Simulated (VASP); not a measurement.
# HfO2 (Fm-3m) in VASP: single point with PBE0

Aim: the single point of HfO2 with PBE0.

All numbers are computed with VASP 6.6.1; they aren't measurements. Logs are shortened: lines on timing, memory, paths and dates and some standing lists are left out, and cuts for length are marked.

## 1. The cell of the first run

It takes space group Fm-3m (No. 225, cubic). Conventional cell: a = 5.058 Å, b = 5.058 Å, c = 5.058 Å, α = 90.00°, β = 90.00°, γ = 90.00°. Hf (site symmetry m-3m) has 8 O at 2.19 Å within 2.9 Å. O (site symmetry -43m) has 4 Hf at 2.19 Å and 6 O at 2.53 Å within 2.9 Å.

## 2. Single point, PBE0

The input, POSCAR:

```
HfO2
1.0
    0.0000000000      2.5291822339      2.5291822339
    2.5291822339      0.0000000000      2.5291822339
    2.5291822339      2.5291822339      0.0000000000
Hf O
1 2
Direct
    0.0000000000      0.0000000000      0.0000000000
    0.7500000000      0.7500000000      0.7500000000
    0.2500000000      0.2500000000      0.2500000000
```

The input, INCAR.step1:

```
  PREC = Accurate
  ENCUT = 520
  EDIFF = 1E-5
  ISMEAR = 0
  SIGMA = 0.01
  LREAL = False
  LASPH = True
  NELM = 100
  ALGO = Normal
  ISIF = 2
  LWAVE = True
  LCHARG = False
  NBANDS = 18
  GGA = PE
```

The input, INCAR.step2:

```
  PREC = Accurate
  ENCUT = 520
  EDIFF = 1E-6
  ISMEAR = 0
  SIGMA = 0.01
  LREAL = False
  LASPH = True
  NELM = 100
  ALGO = Normal
  ISIF = 2
  LWAVE = False
  LCHARG = False
  GGA = PE
  LHFCALC = True
  AEXX = 0.25
  PRECFOCK = Normal
  NBANDS = 18
  ISTART = 1
```

The input, KPOINTS:

```
regular mesh
0
Gamma
  6 6 6
```

Potentials or basis: VASP PAW PBE potentials, release 64 (Hf_pv, O).

On the command line:

```
$ cat potpaw_PBE.64/Hf_pv/POTCAR potpaw_PBE.64/O/POTCAR > POTCAR
$ cp INCAR.step1 INCAR
$ mpirun -np 1 vasp_std > vasp.out
$ cp INCAR.step2 INCAR
$ mpirun -np 1 vasp_std > vasp.out
```

OUTCAR:

```text
PREC = Accurate
   ENCUT = 520
   EDIFF = 1E-6
   ISMEAR = 0
   LREAL = False
   LASPH = True
   NELM = 100
   ISIF = 2
   GGA = PE
   LHFCALC = True
   AEXX = 0.25
   PRECFOCK = Normal
   ISTART = 1

 ion  position               nearest neighbor table
   1  0.000  0.000  0.000-   2 2.19   2 2.19   2 2.19   3 2.19   3 2.19   3 2.19   3 2.19   2 2.19

   2  0.750  0.750  0.750-   1 2.19   1 2.19   1 2.19   1 2.19
   3  0.250  0.250  0.250-   1 2.19   1 2.19   1 2.19   1 2.19

  LATTYP: Found a face centered cubic cell.
 ALAT       =     5.0583644678

  Lattice vectors:

 A1 = (   0.0000000000,   2.5291822339,   2.5291822339)
 A2 = (   2.5291822339,   0.0000000000,   2.5291822339)
 A3 = (   2.5291822339,   2.5291822339,   0.0000000000)

Analysis of symmetry for initial positions (statically):
=====================================================================
 Subroutine PRICEL returns:
 Original cell was already a primitive cell.

 Routine SETGRP: Setting up the symmetry group for a
 face centered cubic supercell.

 Subroutine GETGRP returns: Found 48 space group operations
 (whereof 48 operations were pure point group operations)
 out of a pool of 48 trial point group operations.

The static configuration has the point symmetry O_h .

Analysis of symmetry for dynamics (positions and initial velocities):
=====================================================================
 Subroutine PRICEL returns:
 Original cell was already a primitive cell.

 Routine SETGRP: Setting up the symmetry group for a
 face centered cubic supercell.

 Subroutine GETGRP returns: Found 48 space group operations
 (whereof 48 operations were pure point group operations)
 out of a pool of 48 trial point group operations.

The dynamic configuration has the point symmetry O_h .

 Subroutine INISYM returns: Found 48 space group operations
 (whereof 48 operations are pure point group operations),
 and found     1 'primitive' translations

----------------------------------------------------------------------------------------

                                     Primitive cell

  volume of cell :      32.3572

  direct lattice vectors                    reciprocal lattice vectors
     0.000000000  2.529182234  2.529182234    -0.197692358  0.197692358  0.197692358
     2.529182234  0.000000000  2.529182234     0.197692358 -0.197692358  0.197692358
     2.529182234  2.529182234  0.000000000     0.197692358  0.197692358 -0.197692358

  length of vectors
     3.576803817  3.576803817  3.576803817     0.342413209  0.342413209  0.342413209

  position of ions in fractional coordinates (direct lattice)
     0.000000000  0.000000000  0.000000000
     0.750000000  0.750000000  0.750000000
     0.250000000  0.250000000  0.250000000

  ion indices of the primitive-cell ions
   primitive index   ion index
                 1           1
                 2           2
                 3           3

----------------------------------------------------------------------------------------

 KPOINTS: regular mesh

Automatic generation of k-mesh.
 Grid dimensions read from file:
 generate k-points for:    6    6    6

 Generating k-lattice:

  Cartesian coordinates                     Fractional coordinates (reciprocal lattice)
    -0.032948726  0.032948726  0.032948726     0.166666667  0.000000000  0.000000000
     0.032948726 -0.032948726  0.032948726     0.000000000  0.166666667  0.000000000
     0.032948726  0.032948726 -0.032948726     0.000000000  0.000000000  0.166666667

  Length of vectors
     0.057068868  0.057068868  0.057068868

  Shift w.r.t. Gamma in fractional coordinates (k-lattice)
     0.000000000  0.000000000  0.000000000

 Subroutine IBZKPT returns following result:
 ===========================================

 Found     16 irreducible k-points:

 Following reciprocal coordinates:
            Coordinates               Weight
  0.000000  0.000000  0.000000      1.000000
  0.166667  0.000000  0.000000      8.000000
  0.333333  0.000000  0.000000      8.000000
  0.500000  0.000000  0.000000      4.000000
  0.166667  0.166667  0.000000      6.000000
  0.333333  0.166667  0.000000     24.000000
[... 8 lines left out ...]
 -0.333333  0.333333  0.166667     24.000000
 -0.333333  0.500000  0.166667     12.000000
   k-points           NKPTS =     16   k-points in BZ     NKDIM =    216   number of bands    NBANDS=     18
   number of dos      NEDOS =    301   number of ions     NIONS =      3
   total plane-waves  NPLWV =  21952
   dimension x,y,z NGX =    28 NGY =   28 NGZ =   28
   dimension x,y,z NGXF=    56 NGYF=   56 NGZF=   56
   ions per type =               1   2
   NGX,Y,Z   is equivalent  to a cutoff of  13.01, 13.01, 13.01 a.u.
   NGXF,Y,Z  is equivalent  to a cutoff of  26.03, 26.03, 26.03 a.u.
 SYSTEM =  unknown system
   PREC   = accura    normal or accurate (medium, high low for compatibility)
   ISTART =      1    job   : 0-new  1-cont  2-samecut
   ICHARG =      0    charge: 1-file 2-atom 10-const
   ISPIN  =      1    spin polarized calculation?
   LNONCOLLINEAR =      F non collinear calculations
   LSORBIT =      F    spin-orbit coupling
   LASPH  =      T    aspherical Exc in radial PAW
   ENCUT  =  520.0 eV  38.22 Ry    6.18 a.u.   6.65  6.65  6.65*2*pi/ulx,y,z
   NELM   =    100;   NELMIN=  2; NELMDL=  0     # of ELM steps
   EDIFF  = 0.1E-05   stopping-criterion for ELM
   LREAL  =      F    real-space projection
   EDIFFG = 0.1E-04   stopping-criterion for IOM
   NSW    =      0    number of steps for IOM
   IBRION =     -1    ionic relax: 0-MD 1-quasi-New 2-CG
   NFREE  =      0    steps in history (QN), initial steepest desc. (CG)
   ISIF   =      2    stress and relaxation
   ISYM   =      3    0-nonsym 1-usesym 2-fastsym
   POTIM  = 0.5000    time-step for ionic-motion
   TEBEG  =    0.0;   TEEND  =   0.0 temperature during run
   PSTRESS=    0.0 pullay stress
   NELECT =      22.0000    total number of electrons
   NUPDOWN=      -1.0000    fix difference up-down
   EMIN   =  10.00;   EMAX   =-10.00  energy-range for DOS
   EFERMI =   0.00;   METHOD = LEGACY
   ISMEAR =     0;   SIGMA  =   0.01  broadening in eV -4-tet -1-fermi 0-gaus
   EFERMI_NEDOS =   21; number of points for ismear=-14 and -15
   IALGO  =     38    algorithm
   IMIX   =      1    mixing-type and parameters
     AMIX     =   0.40;   BMIX     =  1.00
     AMIX_MAG =   1.60;   BMIX_MAG =  1.00
  volume/ion in A,a.u.               =      10.79        72.79
  Fermi-wavevector in a.u.,A,eV,Ry     =   1.439546  2.720348 28.195261  2.072293
  Thomas-Fermi vector in A             =   2.558390
   LORBIT       =      0    0 simple, 1 ext, 2 COOP (PROOUT), +10 PAW based schemes
   GGA     = PE    functional components
   LHFCALC =     T    Hartree Fock is set to
   PRECFOCK=normal    Normal, Fast or Accurate (Low or Medium for compatibility)
   ENCUT4O =  -1.0   cutoff for four orbital integrals eV
   NKREDX  =     1    reduce k-point grid by
   NKREDY  =     1    reduce k-point grid by
   NKREDZ  =     1    reduce k-point grid by
   AEXX    =    0.2500 exact exchange contribution
   HFSCREEN=    0.0000 screening length (either q_TF or 0.3 A-1)
   HFSCREENC=   0.0000 screening length for correlation (either q_TF or 0.3 A-1)
   ENCUTFOCK=  -1.0 apply spherical cutoff to Coloumb kernel
   IVDW    =     0    specifies the selected vdW correction
   LEPSILON=     F    determine dielectric tensor
   LRPA    =     F    only Hartree local field effects (RPA)
 non-spin polarized calculation
 Gauss-broadening in eV      SIGMA  =   0.01
  energy-cutoff  :      520.00
  volume of cell :       32.36
 maximum number of plane-waves:       893
 NGX is ok and might be reduce to    28
  NGX = 20; NGY = 20; NGZ = 20

 number of electron      21.9999992 magnetization

 Free energy of the ion-electron system (eV)
  ---------------------------------------------------
  ext. energy  EPLUGINS =         0.00000000
  ---------------------------------------------------
  free energy    TOTEN  =       -38.40421491 eV

  energy without entropy =      -38.40421491  energy(sigma->0) =      -38.40421491

 E-fermi :   2.9863     XC(G=0):  -9.3260

 val. band max:        2.9101929969   @ k =   0.5000   0.5000   0.0000
 cond. band min:       9.0327096878   @ k =   0.5000   0.5000   0.0000
 fundamental gap:      6.1225166909
 Fermi energy:         2.9862708103

 k-point     1 :       0.0000    0.0000    0.0000
  band No.  band energies     occupation
      1     -28.2807      2.00000
      2     -28.2807      2.00000
      3     -28.2807      2.00000
      4     -17.6168      2.00000
      5     -14.3730      2.00000
      6      -2.9494      2.00000
[... 10 lines left out ...]
     17      16.1674      0.00000
     18      19.3587      0.00000

 k-point     2 :       0.1667    0.0000    0.0000
  band No.  band energies     occupation
      1     -28.4242      2.00000
      2     -28.2966      2.00000
      3     -28.2966      2.00000
      4     -17.2215      2.00000
      5     -14.6738      2.00000
      6      -2.6649      2.00000
[... 10 lines left out ...]
     17      15.6678      0.00000
     18      18.9749      0.00000

 k-point     3 :       0.3333    0.0000    0.0000
  band No.  band energies     occupation
      1     -28.6915      2.00000
      2     -28.3284      2.00000
      3     -28.3284      2.00000
      4     -16.5126      2.00000
      5     -15.0705      2.00000
      6      -2.0768      2.00000
[... 10 lines left out ...]
     17      15.1361      0.00000
     18      17.8608      0.00000

 k-point     4 :       0.5000    0.0000    0.0000
  band No.  band energies     occupation
      1     -28.8168      2.00000
      2     -28.3442      2.00000
      3     -28.3442      2.00000
      4     -16.3072      2.00000
      5     -15.0600      2.00000
      6      -1.7890      2.00000
[... 10 lines left out ...]
     17      15.0310      0.00000
     18      18.4130      0.00000

 k-point     5 :       0.1667    0.1667    0.0000
  band No.  band energies     occupation
      1     -28.4352      2.00000
      2     -28.3200      2.00000
      3     -28.3200      2.00000
      4     -17.0745      2.00000
      5     -14.7802      2.00000
      6      -2.6190      2.00000
[... 10 lines left out ...]
     17      15.5134      0.00000
     18      18.8765      0.00000

 k-point     6 :       0.3333    0.1667    0.0000
  band No.  band energies     occupation
      1     -28.6293      2.00000
      2     -28.3679      2.00000
      3     -28.3553      2.00000
      4     -16.4064      2.00000
      5     -15.1736      2.00000
      6      -2.1780      2.00000
[... 10 lines left out ...]
     17      15.3948      0.00000
     18      18.7719      0.00000

 k-point     7 :       0.5000    0.1667    0.0000
  band No.  band energies     occupation
      1     -28.7657      2.00000
      2     -28.4326      2.00000
      3     -28.3673      2.00000
      4     -16.0545      2.00000
      5     -15.2189      2.00000
      6      -2.2518      2.00000
[... 10 lines left out ...]
     17      15.9524      0.00000
     18      18.6996      0.00000

 k-point     8 :      -0.3333    0.1667    0.0000
  band No.  band energies     occupation
      1     -28.7222      2.00000
      2     -28.4474      2.00000
      3     -28.3442      2.00000
      4     -16.1164      2.00000
      5     -15.2394      2.00000
      6      -2.3628      2.00000
[... 10 lines left out ...]
     17      16.1056      0.00000
     18      18.4998      0.00000
[... 61 lines left out ...]
     17      17.3104      0.00000
     18      19.3572      0.00000

 k-point    12 :      -0.3333    0.3333    0.0000
  band No.  band energies     occupation
      1     -28.6631      2.00000
      2     -28.6274      2.00000
      3     -28.3865      2.00000
      4     -15.7000      2.00000
      5     -15.3780      2.00000
      6      -2.9768      2.00000
[... 10 lines left out ...]
     17      17.5106      0.00000
     18      19.3794      0.00000

 k-point    13 :       0.5000    0.5000    0.0000
  band No.  band energies     occupation
      1     -28.8467      2.00000
      2     -28.4357      2.00000
      3     -28.4357      2.00000
      4     -15.7636      2.00000
      5     -15.2243      2.00000
      6      -4.1261      2.00000
[... 10 lines left out ...]
     17      18.7965      0.00000
     18      19.3640      0.00000

 k-point    14 :       0.5000    0.3333    0.1667
  band No.  band energies     occupation
      1     -28.7010      2.00000
      2     -28.4879      2.00000
      3     -28.3804      2.00000
      4     -15.8346      2.00000
      5     -15.4342      2.00000
      6      -2.4911      2.00000
[... 10 lines left out ...]
     17      16.5190      0.00000
     18      19.3626      0.00000

 k-point    15 :      -0.3333    0.3333    0.1667
  band No.  band energies     occupation
      1     -28.7007      2.00000
      2     -28.5734      2.00000
      3     -28.4029      2.00000
      4     -15.6959      2.00000
      5     -15.3825      2.00000
      6      -2.4745      2.00000
[... 10 lines left out ...]
     17      17.3170      0.00000
     18      19.4216      0.00000

 k-point    16 :      -0.3333    0.5000    0.1667
  band No.  band energies     occupation
      1     -28.7480      2.00000
      2     -28.5426      2.00000
      3     -28.4372      2.00000
      4     -15.6230      2.00000
      5     -15.3538      2.00000
      6      -3.4729      2.00000
[... 10 lines left out ...]
     17      18.5981      0.00000
     18      19.3572      0.00000

------------------------ aborting loop because EDIFF is reached ----------------------------------------

  FORCE on cell =-STRESS in cart. coord.  units (eV):
  Direction    XX          YY          ZZ          XY          YZ          ZX
  --------------------------------------------------------------------------------------
  -------------------------------------------------------------------------------------
  Total       -1.0562742     -1.0562742     -1.0562742      0.0000000     -0.0000000      0.0000000
  in kB      -52.3018324    -52.3018324    -52.3018324      0.0000000     -0.0000000      0.0000000
  external PRESSURE =     -52.3018324 kB  Pullay stress =       0.0000000 kB

 VOLUME and BASIS-vectors are now :
 -----------------------------------------------------------------------------
  energy-cutoff  :      520.00
  volume of cell :       32.36
      direct lattice vectors                 reciprocal lattice vectors
     0.000000000  2.529182234  2.529182234    -0.197692358  0.197692358  0.197692358
     2.529182234  0.000000000  2.529182234     0.197692358 -0.197692358  0.197692358
     2.529182234  2.529182234  0.000000000     0.197692358  0.197692358 -0.197692358

 POSITION                                       TOTAL-FORCE (eV/Angst)
 -----------------------------------------------------------------------------------
      0.00000      0.00000      0.00000         0.000000     -0.000000      0.000000
      3.79377      3.79377      3.79377        -0.000000      0.000000     -0.000000
      1.26459      1.26459      1.26459         0.000000     -0.000000     -0.000000
 -----------------------------------------------------------------------------------
    total drift:                               -0.000000     -0.000000     -0.000000

  FREE ENERGIE OF THE ION-ELECTRON SYSTEM (eV)
  ---------------------------------------------------
  free  energy   TOTEN  =       -38.4042149107 eV

  energy  without entropy=      -38.4042149107  energy(sigma->0) =      -38.40421491
```

It took 30 min on 1 thread of Intel Xeon Platinum 8488C (Sapphire Rapids), shared host; peak memory 0.17 GiB.

Results:

```yaml
Free_energy: -38.4042 eV
Pressure: -5.2 GPa
Band_gap_on_the_k_mesh: 6.12 eV
```

Levels at points of the mesh, in eV from the valence-band top:
```tsv
k point	band 7	band 8	band 9	band 10	band 11	band 12	band 13	band 14	band 15	band 16
(0.00, 0.00, 0.00)	-5.86	-5.86	-0.67	-0.67	-0.67	6.25	6.25	8.20	13.26	13.26
(0.50, 0.00, 0.00)	-4.70	-3.34	-2.99	-2.04	-2.04	7.04	7.04	9.52	11.46	12.12
(0.50, 0.50, 0.00)	-3.82	-3.82	-1.68	-1.68	0.00	6.12	8.07	9.13	10.74	10.74
```

Caveat: the cell stands under tension; the PAW data sets were made with another functional, which shifts forces and pressure a little; spin-orbit coupling is left out, which moves the levels of the heavy elements. A k mesh can miss the band edges.
